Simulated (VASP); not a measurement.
A run of VASP 6.6.1 is set up as follows.

The input INCAR:

```
SYSTEM = AlInAsP3
PREC     = Accurate       ! precision mode
ENCUT    = 500            ! plane-wave cutoff, eV
EDIFF    = 1E-6           ! SCF threshold, eV
ISMEAR   = 0              ! smearing method
SIGMA    = 0.1            ! smearing width, eV
LREAL    = .FALSE.        ! projectors in reciprocal space
LASPH    = .TRUE.         ! aspherical terms in the spheres
NELM     = 120            ! most SCF steps
ALGO     = Normal         ! electronic algorithm
ISIF     = 2              ! what is computed and relaxed
LWAVE    = .FALSE.        ! write WAVECAR
LCHARG   = .FALSE.        ! write CHGCAR
GGA      = PE             ! functional
NBANDS   = 27             ! bands
GGA_COMPAT= .FALSE.
```

KPOINTS

```
Automatic mesh
0
G
  3 3 4
  0 0 0
```

The input POSCAR:

```
AlInAsP3
1.0
    6.5943140566      0.0000000000      0.0000000000
   -3.2971570283      5.7108434935      0.0000000000
    0.0000000000      0.0000000000      3.6023029950
Al In P As
1 1 3 1
Direct
    0.0000000000      0.0000000000      0.0000000000
    0.3333333333      0.6666666667      0.0000000000
   -0.0164646278      0.4917676861      0.5000000000
    0.5082323139      0.4917676861      0.5000000000
    0.5082323139      1.0164646278      0.5000000000
    0.6666666667      0.3333333333      0.0000000000
```

Potentials or basis: VASP PAW PBE potentials, release 64 (Al, In_d, P, As).

Command:

```console
$ cat potpaw_PBE.64/Al/POTCAR potpaw_PBE.64/In_d/POTCAR potpaw_PBE.64/P/POTCAR potpaw_PBE.64/As/POTCAR > POTCAR
$ mpirun -np 1 vasp_std > vasp.out
```

Q: Predict the pressure.

A: 0.0 GPa.

Q: Estimate the largest force.

A: 0.014 eV/Å.

Forces in eV/Å, atoms in the order of the input:
```
Al   0.000  0.000  0.000
In   0.000  0.000  0.000
P    0.012  0.007  0.000
P   -0.012  0.007  0.000
P    0.000 -0.014  0.000
As   0.000  0.000  0.000
```

Caveat: the k points lie up to 0.44 Å⁻¹ apart, too coarse for converged energies and pressures of a metal.
